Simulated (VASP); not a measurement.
Set up this calculation in VASP 6.6.1, as the native input.

* Task: relaxation of cell and atoms
* Functional: PBE
* Dispersion: D4
* Potentials or basis: VASP PAW PBE potentials, release 64 (Sn_d, O)
* Cutoff: 840 eV
* k mesh: 8 × 5 × 7
* Occupations: gaussian, width 0.03 eV
* Spin: no spin polarisation
* Tolerance level: standard
* Purpose: cell
* Passes: 3
* Further INCAR settings: ALGO = Normal; EDIFF = 1e-07

Crystal: SnO.

```
Sn O
1.0
     3.46330    0.00000    0.00000
     0.00000    5.85726    0.00000
     0.00000    0.00000    4.35826
Sn O
2 2
Direct
  0.50000 0.76809 0.01314
  0.00000 0.23191 0.51314
  0.50000 0.10875 0.23686
  0.00000 0.89125 0.73686
```

The input as run:

POSCAR

```
SnO
1.0
    3.4633049488      0.0000000000      0.0000000000
    0.0000000000      5.8572647322      0.0000000000
    0.0000000000      0.0000000000      4.3582556791
Sn O
2 2
Direct
    0.5000000000      0.7680910000      0.0131440000
    0.0000000000      0.2319090000      0.5131440000
    0.5000000000      0.1087500000      0.2368570000
    0.0000000000      0.8912500000      0.7368570000
```

INCAR.step1

```
SYSTEM = SnO
GGA = PE
IVDW = 13
ISMEAR = 0
SIGMA = 0.03
LWAVE = .FALSE.
LCHARG = .FALSE.
NSW = 80
PREC = Accurate
LASPH = .TRUE.
LREAL = .FALSE.
ALGO = Normal
EDIFF = 1E-7
NELM = 120
GGA_COMPAT = .FALSE.
IBRION = 2
ISIF = 3
EDIFFG = -0.002
NELMIN = 4
ENCUT = 840
EFERMI = MIDGAP
KPAR = 4
POTIM = 0.5
```

INCAR.step4

```
SYSTEM = SnO
GGA = PE
IVDW = 13
ISMEAR = 0
SIGMA = 0.03
LWAVE = .FALSE.
LCHARG = .FALSE.
PREC = Accurate
LASPH = .TRUE.
LREAL = .FALSE.
ALGO = Normal
EDIFF = 1E-7
NELM = 120
GGA_COMPAT = .FALSE.
ISIF = 2
ENCUT = 840
EFERMI = MIDGAP
KPAR = 4
```

KPOINTS

```
Automatic mesh
0
Gamma
  8 5 7
  0 0 0
```

Potentials or basis: VASP PAW PBE potentials, release 64 (Sn_d, O).

Run with:

```sh
$ cat potpaw_PBE.64/Sn_d/POTCAR potpaw_PBE.64/O/POTCAR > POTCAR
$ cp INCAR.step1 INCAR
$ cp POSCAR.step1 POSCAR
$ mpirun -np 4 vasp_std > vasp.out
$ cp CONTCAR POSCAR
$ mpirun -np 4 vasp_std > vasp.out
$ cp CONTCAR POSCAR
$ mpirun -np 4 vasp_std > vasp.out
$ cp CONTCAR POSCAR
$ cp INCAR.step4 INCAR
$ mpirun -np 4 vasp_std > vasp.out
```

It gave:

| Item | Value |
| --- | --- |
| Relaxed volume | 18.49 Å³/atom |
| Relaxed cell | a = 3.352 Å, b = 5.725 Å, c = 3.854 Å, α = 90.00°, β = 90.00°, γ = 90.00° |
| Space group after relaxing (to 0.1 Å) | Pmn2_1 (No. 31) |
| Energy gained by relaxing | 29.8 meV/atom |
| Ionic steps | 38 |
| Pressure after relaxing | 0.0 GPa |
| Band gap on the k mesh | 1.38 eV (least direct gap 1.96 eV) |
| Dispersion energy per atom | -0.264 eV |

Caveat: the volume moved by over 15 % at a fixed basis, so the end points are rough; spin-orbit coupling is left out, which moves the levels of the heavy elements.

Run time: 28 min on 4 MPI ranks on Intel(R) Xeon(R) 6975P-C (Granite Rapids), on a shared host, peak memory 0.49 GiB a rank.
